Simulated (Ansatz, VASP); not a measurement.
# Zn in VASP and in Ansatz

```
Zn
1.0
     2.63332    0.00000    0.00000
    -1.31666    2.28052    0.00000
     0.00000    0.00000    5.10824
Zn
2
Cartesian
  0.0000 1.5203 1.2771
  1.3167 0.7602 3.8312
```

Alike in both runs: task single point; functional PBEsol; k mesh 18 × 18 × 8; occupations gaussian, width 0.1 eV; no spin polarisation.

|  | VASP | Ansatz |
| --- | --- | --- |
| version | VASP 6.6.1 | Ansatz 0.2.0 |
| potentials or method | VASP PAW PBE potentials, release 64 (Zn), cutoff 520 eV | scalar-relativistic, plane waves, PAW |
| valence electrons in the cell | 24 | 24 |

VASP gave:

- gap on the k mesh at the Fermi level (eV): none
- pressure (GPa): -4.6
- traceless stress, the component that is largest in VASP (GPa): 0.70

What did Ansatz give for the same quantities?

gap on the k mesh at the Fermi level (eV): none; pressure (GPa): -5.0; traceless stress, the component that is largest in VASP (GPa): 0.87.

VASP's potentials were made for PBE, not for PBEsol. A gap of «none» marks a metal or a gap that the smearing closes.
